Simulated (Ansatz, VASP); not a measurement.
**AlN: VASP beside Ansatz**

```
CELL_PARAMETERS angstrom
0.00000 2.18488 2.22857
2.18488 0.00000 2.22857
2.18488 2.18488 0.00000
ATOMIC_POSITIONS crystal
Al 0.00000 0.00000 0.00000
N 0.25000 0.25000 0.25000
```

Change from the starting cell: uniaxial_z strain +2.0%.

Alike in both runs: task single point; functional HSE06; k mesh 8 × 8 × 8; no spin polarisation.

|  | VASP | Ansatz |
| --- | --- | --- |
| version | VASP 6.6.1 | Ansatz 0.2.0 |
| potentials or method | VASP PAW PBE potentials, release 64 (Al, N) | plane waves, PAW |
| plane-wave cutoff (eV) | 520 | 420 |
| occupations | gaussian, width 0.01 eV | fixed |
| valence electrons in the cell | 8 | 8 |

VASP gave:

```
gap on the k mesh at the Fermi level (eV)                     : 4.47
pressure (GPa)                                                : -4.8
traceless stress, the component that is largest in VASP (GPa) : -2.05
```

Problem. What did Ansatz give for the same quantities?

Solution. gap on the k mesh at the Fermi level (eV): 4.47; pressure (GPa): -4.7; traceless stress, the component that is largest in VASP (GPa): -2.03.

Ansatz's warnings: stress exchange threshold loose, stress scf threshold loose.
